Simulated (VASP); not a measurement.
Input of a VASP 6.6.1 run:

File INCAR:

```
PREC     = Accurate       # precision mode
ENCUT    = 520            # plane-wave cutoff, eV
EDIFF    = 1E-7           # SCF threshold, eV
ISMEAR   = 0              # smearing method
SIGMA    = 0.03           # smearing width, eV
LREAL    = False          # projectors in reciprocal space
LASPH    = True           # aspherical terms in the spheres
NELM     = 60             # most SCF steps
ALGO     = Normal         # electronic algorithm
ISIF     = 2              # what is computed and relaxed
LWAVE    = False          # write WAVECAR
LCHARG   = False          # write CHGCAR
GGA      = PE             # functional
IVDW     = 12             # dispersion correction
NBANDS   = 17             # bands
```

File KPOINTS:

```
regular mesh
0
Gamma
  10 10 10
```

File POSCAR:

```
PbSe
1.0
    0.0000000000      3.1962802494      3.0952777935
    3.1962802494      0.0000000000      3.0952777935
    3.1962802494      3.1962802494      0.0000000000
Pb Se
1 1
Direct
    0.0000000000      0.0000000000      0.0000000000
    0.5000000000      0.5000000000      0.5000000000
```

Potentials or basis: VASP PAW PBE potentials, release 64 (Pb_d, Se).

The run is started by

```sh
$ cat potpaw_PBE.64/Pb_d/POTCAR potpaw_PBE.64/Se/POTCAR > POTCAR
$ mpirun -np 1 vasp_std > vasp.out
```

Problem. What does it give for the dispersion energy per atom?

Solution. -0.337 eV.

Problem. Estimate the pressure.

Solution. -2.5 GPa.

Stress tensor (GPa, compression positive):
```
-3.45  0.00  0.00
 0.00 -3.45  0.00
 0.00  0.00 -0.73
```
